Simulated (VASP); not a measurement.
# MgBe2Te3 (P6mm) in VASP: a series of runs, part 2 of 2

VASP 6.6.1. Earlier steps stand in the parts before.

### Step 4. Relaxation of cell and atoms, PBE

This run uses another cell than the first one, of 28.15 Å³/atom, 0.991 times its volume.

Contents of INCAR:

```
SYSTEM = MgBe2Te3
ALGO     = Normal         ! electronic algorithm
EDIFF    = 1E-6           ! SCF threshold, eV
EDIFFG   = -0.01          ! ionic threshold
ENCUT    = 600            ! plane-wave cutoff, eV
GGA      = PE             ! functional
IBRION   = 2              ! ionic algorithm
ISIF     = 3              ! what is computed and relaxed
ISMEAR   = 0              ! smearing method
LASPH    = .TRUE.         ! aspherical terms in the spheres
LCHARG   = .FALSE.        ! write CHGCAR
LREAL    = .FALSE.        ! projectors in reciprocal space
LWAVE    = .FALSE.        ! write WAVECAR
NELM     = 100            ! most SCF steps
NSW      = 100            ! ionic steps
PREC     = Accurate       ! precision mode
SIGMA    = 0.1            ! smearing width, eV
```

Contents of KPOINTS:

```
k-points
0
G
  6 6 12
  0 0 0
```

Contents of POSCAR:

```
MgBe2Te3
1.0
    7.5544480242      0.0000000000      0.0000000000
   -3.7772240121      6.5423439005      0.0000000000
    0.0000000000      0.0000000000      3.4177939372
Mg Be Te
1 2 3
Direct
    0.0000000000      0.0000000000      0.5948300985
    0.6666666667      0.3333333333      0.8895381457
    0.3333333333      0.6666666667      0.8895381457
    0.5000000000      0.5000000000      0.6065768533
    0.5000000000      0.0000000000      0.6065768533
    0.0000000000      0.5000000000      0.6065768533
```

Potentials or basis: VASP PAW PBE potentials, release 64 (Mg, Be, Te).

Run with:

```sh
> cat potpaw_PBE.64/Mg/POTCAR potpaw_PBE.64/Be/POTCAR potpaw_PBE.64/Te/POTCAR > POTCAR
> mpirun -np 1 vasp_std > vasp.out
```

OUTCAR:

```text
SYSTEM = MgBe2Te3
   EDIFF = 1E-6
   EDIFFG = -0.01
   ENCUT = 600
   GGA = PE
   IBRION = 2
   ISIF = 3
   ISMEAR = 0
   LASPH = .TRUE.
   LREAL = .FALSE.
   NELM = 100
   NSW = 100
   PREC = Accurate

 ion  position               nearest neighbor table
   1  0.000  0.000  0.595-
   2  0.667  0.333  0.890-   5 2.39   6 2.39   4 2.39
   3  0.333  0.667  0.890-   5 2.39   6 2.39   4 2.39
   4  0.500  0.500  0.607-   2 2.39   3 2.39
   5  0.500  0.000  0.607-   2 2.39   3 2.39
   6  0.000  0.500  0.607-   2 2.39   3 2.39

  LATTYP: Found a hexagonal cell.
 ALAT       =     7.5544480242
 C/A-ratio  =     0.4524213981

  Lattice vectors:

 A1 = (   7.5544480242,   0.0000000000,   0.0000000000)
 A2 = (  -3.7772240121,   6.5423439005,   0.0000000000)
 A3 = (   0.0000000000,   0.0000000000,   3.4177939372)

Analysis of symmetry for initial positions (statically):
=====================================================================
 Subroutine PRICEL returns:
 Original cell was already a primitive cell.

 Routine SETGRP: Setting up the symmetry group for a
 hexagonal supercell.

[... 184 lines left out ...]
  in kB        7.3080375      7.3080375    -12.9482558      0.0000000     -0.0000000      0.0000000
  external PRESSURE =       0.5559398 kB  Pullay stress =       0.0000000 kB
[... 101 lines left out ...]
  FREE ENERGIE OF THE ION-ELECTRON SYSTEM (eV)
  ---------------------------------------------------
  free  energy   TOTEN  =       -16.6169178850 eV

  energy  without entropy=      -16.6066656312  energy(sigma->0) =      -16.61179176

[... ionic steps 4 to 25 ...]

--------------------------------------- Ionic step       26  -------------------------------------------

 number of electron      23.9999999 magnetization

------------------------ aborting loop because EDIFF is reached ----------------------------------------
[... 75 lines left out ...]
--------------------------------------- Ionic step       28  -------------------------------------------

 number of electron      23.9999999 magnetization

 Free energy of the ion-electron system (eV)
  ---------------------------------------------------
  ext. energy  EPLUGINS =         0.00000000
  ---------------------------------------------------
  free energy    TOTEN  =       -16.63099694 eV

  energy without entropy =      -16.62257719  energy(sigma->0) =      -16.62678706

 E-fermi :   3.9055     XC(G=0):  -8.3830

 val. band max:        3.8979928318   @ k =   0.3333   0.0000   0.4167
 cond. band min:       3.9570524143   @ k =   0.1667   0.1667   0.5000
 fundamental gap:      0.0590595825
 Fermi energy:         3.9055213391

 k-point     1 :       0.0000    0.0000    0.0000
  band No.  band energies     occupation
      1      -8.6902      2.00000
      2      -7.6665      2.00000
      3      -7.6665      2.00000
      4      -3.0615      2.00000
      5      -0.5610      2.00000
      6      -0.5610      2.00000
[... 433 lines left out ...]
      3      -7.0317      2.00000
      4      -1.8349      2.00000
      5      -0.2157      2.00000
      6       0.4963      2.00000
[... 8 lines left out ...]
     15       5.8261      0.00000
     16       6.8018      0.00000

 [... further k-points ...]
[... 5 lines left out ...]
  --------------------------------------------------------------------------------------
  -------------------------------------------------------------------------------------
  Total        0.0003642      0.0003642      0.0391745      0.0000000      0.0000000      0.0000000
  in kB        0.0034221      0.0034221      0.3680658      0.0000000      0.0000000      0.0000000
  external PRESSURE =       0.1249700 kB  Pullay stress =       0.0000000 kB
[... 21 lines left out ...]
  FREE ENERGIE OF THE ION-ELECTRON SYSTEM (eV)
  ---------------------------------------------------
  free  energy   TOTEN  =       -16.6309969390 eV

  energy  without entropy=      -16.6225771896  energy(sigma->0) =      -16.62678706

 reached required accuracy - stopping structural energy minimisation
```

CONTCAR:

```text
MgBe2Te3
   1.00000000000000
     7.7450624537792372    0.0000000000000000    0.0000000000000000
    -3.8725312268896186    6.7074208388415038   -0.0000000000000000
     0.0000000000000000   -0.0000000000000000    3.2825248100737445
  Mg              Be              Te
     1     2     3
Direct
     0.0000000000000000    0.0000000000000000    0.6083972957893559
     0.6666666667000030    0.3333333332999970    0.8666778637279385
     0.3333333332999970    0.6666666667000030    0.8666778637279385
     0.5000000000000000    0.5000000000000000    0.6172946421849204
     0.5000000000000000    0.0000000000000000    0.6172946421849204
     0.0000000000000000    0.5000000000000000    0.6172946421849204

  0.00000000E+00  0.00000000E+00  0.00000000E+00
  0.00000000E+00  0.00000000E+00  0.00000000E+00
  0.00000000E+00  0.00000000E+00  0.00000000E+00
  0.00000000E+00  0.00000000E+00  0.00000000E+00
  0.00000000E+00  0.00000000E+00  0.00000000E+00
  0.00000000E+00  0.00000000E+00  0.00000000E+00
```

Wall time 34 min (1 thread of Intel Xeon Platinum 8488C (Sapphire Rapids), shared host); peak memory 0.45 GiB.

What came out:

| Property | Result |
| --- | --- |
| Free energy | -16.6310 eV |
| Relaxed volume | 28.42 Å³/atom |
| Relaxed cell | a = 7.745 Å, b = 7.745 Å, c = 3.283 Å, α = 90.00°, β = 90.00°, γ = 120.00° |
| Space group after relaxing (to 0.05 Å) | P6mm (No. 183) |
| Energy gained by relaxing | 12.4 meV/atom |
| Ionic steps | 28 |
| Pressure after relaxing | 0.0 GPa |
| Largest force after relaxing | 0.006 eV/Å |
| Band gap on the k mesh | zero (band 12 reaches 5.56 eV, above the bottom of band 13 at 3.19 eV) |

Forces on the atoms (eV/Å):
```
Mg   0.000  0.000  0.004
Be   0.000  0.000  0.006
Be   0.000  0.000  0.006
Te   0.000  0.000 -0.005
Te   0.000  0.000 -0.005
Te   0.000  0.000 -0.005
```

Step by step:
```csv
step,energy change (eV),largest force (eV/Å),pressure (GPa),volume (Å³)
1,0.0000,0.0052,0.06,168.92
2,-0.0233,0.0392,-0.16,169.14
3,-0.0601,0.1345,-0.52,169.61
4,-0.0604,0.1131,-0.47,169.49
5,-0.0625,0.1235,-0.50,169.54
6,-0.0646,0.0473,0.30,166.45
7,-0.0669,0.0790,-0.04,167.72
8,-0.0686,0.0505,0.11,167.31
9,-0.0686,0.0471,0.13,167.26
10,-0.0697,0.0474,0.06,167.87
11,-0.0715,0.0470,-0.16,169.71
12,-0.0723,0.0388,-0.12,169.74
13,-0.0734,0.0215,-0.04,169.82
14,-0.0729,0.0157,0.13,169.97
15,-0.0737,0.0142,0.02,169.87
16,-0.0737,0.0144,0.03,169.96
17,-0.0738,0.0146,0.03,170.11
18,-0.0738,0.0144,0.00,170.32
19,-0.0739,0.0143,-0.01,170.39
20,-0.0739,0.0139,-0.01,170.39
21,-0.0739,0.0127,-0.01,170.39
22,-0.0740,0.0104,0.00,170.40
23,-0.0740,0.0103,0.01,170.40
24,-0.0740,0.0098,0.01,170.40
25,-0.0740,0.0091,0.01,170.41
26,-0.0741,0.0075,0.02,170.42
27,-0.0741,0.0075,0.04,170.44
28,-0.0741,0.0061,0.01,170.53
```

Final structure:
```
CELL_PARAMETERS angstrom
7.74506 0.00000 0.00000
-3.87253 6.70742 0.00000
0.00000 0.00000 3.28252
ATOMIC_POSITIONS crystal
Mg 0.00000 0.00000 0.60840
Be 0.66667 0.33333 0.86668
Be 0.33333 0.66667 0.86668
Te 0.50000 0.50000 0.61729
Te 0.50000 0.00000 0.61729
Te 0.00000 0.50000 0.61729
```

Levels at points of the mesh, in eV from the Fermi level:
```csv
k point,band 8,band 9,band 10,band 11,band 12,band 13,band 14,band 15,band 16
"(0.00, 0.00, 0.00)",-1.89,-1.89,-0.83,0.31,1.58,1.69,1.69,3.25,3.25
"(0.50, 0.00, 0.00)",-2.80,-1.30,-1.03,0.98,1.65,1.67,1.81,2.24,3.25
"(0.00, 0.00, 0.50)",-2.88,-2.88,-1.21,-0.50,-0.50,0.50,0.85,1.02,2.30
"(0.50, 0.00, 0.50)",-3.37,-2.31,-1.78,-1.14,-0.21,0.06,0.83,0.93,2.06
```

Caveat: spin-orbit coupling is left out, which moves the levels of the heavy elements.

### Step 5. Overview

| task | cell | k mesh | cutoff (eV) | gap on the mesh (eV) | pressure (GPa) | relaxed volume (Å³/atom) | largest force (eV/Å) |
| --- | --- | --- | --- | --- | --- | --- | --- |
| single point | a = 7.742, b = 7.742, c = 3.284 Å, angles 90.0, 90.0, 120.0°, 6 atoms | 6 × 6 × 12 | 520 | none | 0.1 | - | 0.02 |
| relaxation of cell and atoms | relaxed from a = 7.721, b = 7.721, c = 3.214 Å, angles 90.0, 90.0, 120.0°, 6 atoms | 3 × 3 × 6 | 600 | none | -0.1 | 27.92 | 0.02 |
| relaxation of cell and atoms | relaxed from a = 7.554, b = 7.554, c = 3.418 Å, angles 90.0, 90.0, 120.0°, 6 atoms | 6 × 6 × 12 | 600 | none | 0.0 | 28.42 | 0.01 |

Alike in all rows: level PBE; potentials or basis VASP PAW PBE potentials, release 64 (Mg, Be, Te); no spin polarisation; smearing gaussian 0.1 eV.

Caveats: spin-orbit coupling is left out, which moves the levels of the heavy elements.

Total energies depend on the potentials used, so only differences within one code and one set of settings carry meaning.
